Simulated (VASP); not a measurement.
NiO, 2 atoms in the cell. It takes space group Fm-3m (No. 225, cubic). The conventional cell has a = 4.172 Å, b = 4.172 Å, c = 4.172 Å, α = 90.00°, β = 90.00°, γ = 90.00°. Ni (site symmetry m-3m) has 6 O at 2.09 Å within 2.8 Å. Within 2.8 Å of O (site symmetry m-3m) lie 6 Ni at 2.09 Å. 

```yaml
Program: VASP 6.6.1
Task: single point
Functional: LDA
Potentials_or_basis: VASP PAW LDA potentials, release 64 (Ni, O)
Cutoff: 600 eV
k_mesh: 5 × 5 × 5
Occupations: methfessel-paxton, width 0.1 eV
Spin: collinear spin, ferromagnetic start
Starting_moments: "[1.5, 0.0] μB"
Hubbard_terms: Ni d U = 6.9 eV, J = 0.9 eV
Dipole_correction: no
LDAUTYPE: 1
Hund's_J: 0.9
Further_INCAR_settings: ALGO = Normal; EDIFF = 1e-06; NBANDS = 19
```

Potentials or basis: VASP PAW LDA potentials, release 64 (Ni, O).

Command:

```bash
$ cat potpaw_LDA.64/Ni/POTCAR potpaw_LDA.64/O/POTCAR > POTCAR
$ mpirun -np 1 vasp_std > vasp.out
```

Hardware: 1 thread of Intel(R) Xeon(R) Platinum 8375C CPU @ 2.90GHz (Ice Lake), with other jobs on the host.

**Question.** How long does it take, and how much memory?

**Answer.** Wall time 7.2 s on 1 thread of Intel(R) Xeon(R) Platinum 8375C CPU @ 2.90GHz (Ice Lake), on a shared host, peak memory 0.13 GiB. Counts: scf iterations 15, k points 10.
